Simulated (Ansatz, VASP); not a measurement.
Two plane-wave programs on P

```
P
1.0
     0.00000   -7.91594    2.91891
     6.85540    3.95797    2.91891
    -6.85540    3.95797    2.91891
P
31
Direct
  0.73262 0.22548 0.72918
  0.49139 0.23643 0.99139
  0.97548 0.47918 0.23262
  0.22918 0.22548 0.23262
  0.73262 0.47918 0.47548
  0.48312 0.48326 0.73326
  0.98643 0.74139 0.99139
  0.23326 0.48326 0.98312
  0.73057 0.72959 0.23057
  0.49139 0.74139 0.48643
  0.97548 0.98262 0.72918
  0.23326 0.73312 0.73326
  0.73057 0.98057 0.97959
  0.47959 0.98057 0.23057
  0.22918 0.98262 0.47548
  0.51536 0.76536 0.01536
  0.26811 0.76617 0.26493
  0.01491 0.76825 0.51491
  0.51617 0.01493 0.76811
  0.76493 0.76617 0.76811
  0.26811 0.01493 0.01617
  0.01903 0.02098 0.27098
  0.51825 0.26491 0.51491
  0.77098 0.02098 0.51903
  0.27048 0.26840 0.77048
  0.01491 0.26491 0.01825
  0.51617 0.51811 0.26493
  0.77098 0.26903 0.27098
  0.27048 0.52048 0.51840
  0.01840 0.52048 0.77048
  0.76493 0.51811 0.01617
```

Change from the starting cell: P vacancy, atoms relaxed.

Alike in both runs: functional PBE; dispersion D3(BJ); k mesh 3 × 3 × 3; occupations gaussian, width 0.1 eV; no spin polarisation.

Ansatz relaxed the structure, and its values are those at the end. VASP's run is a single point on that final structure, the one shown.

|  | VASP | Ansatz |
| --- | --- | --- |
| version | VASP 6.6.1 | Ansatz 0.2.0 |
| potentials or method | VASP PAW PBE potentials, release 64 (P), cutoff 520 eV | scalar-relativistic, plane waves, PAW |
| valence electrons in the cell | 155 | 155 |

```csv
,VASP,Ansatz,Ansatz less VASP
gap on the k mesh at the Fermi level (eV),none,none,-
pressure (GPa),-1.0,-0.7,+0.30
rms of the force components (eV/Å),0.025,0.006,-0.0194
```

A gap of «none» marks a metal or a gap that the smearing closes. Ansatz's warnings: stress scf threshold loose.
